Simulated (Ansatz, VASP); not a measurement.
**RbAu2 in VASP and in Ansatz**

```
Rb Au
1.0
     4.72416    0.00000    0.00000
    -2.36208    4.09124    0.00000
     0.00000    0.00000    4.98619
Rb Au
1 2
Direct
  0.00000 0.00000 0.50000
  0.33333 0.66667 0.00000
  0.66667 0.33333 0.00000
```

Alike in both runs: functional PBE; k mesh 12 × 12 × 10; occupations gaussian, width 0.1 eV; no spin polarisation.

Ansatz relaxed the structure, and its values are those at the end. VASP's run is a single point on that final structure, the one shown.

|  | VASP | Ansatz |
| --- | --- | --- |
| version | VASP 6.6.1 | Ansatz 0.2.0 |
| potentials or method | VASP PAW PBE potentials, release 64 (Rb_sv, Au), cutoff 520 eV | scalar-relativistic, plane waves, PAW |
| valence electrons in the cell | 31 | 47 |

VASP gave:

| Property | Result |
| --- | --- |
| gap on the k mesh at the Fermi level (eV) | none |
| pressure (GPa) | -0.1 |

Q: Estimate Ansatz's values.

A: gap on the k mesh at the Fermi level (eV): none; pressure (GPa): 0.0.

A gap of «none» marks a metal or a gap that the smearing closes. VASP's potentials hold 31 valence electrons a cell and Ansatz's 47, so a difference there can come from the potentials and not from the codes.

Neither program's run includes spin-orbit coupling.
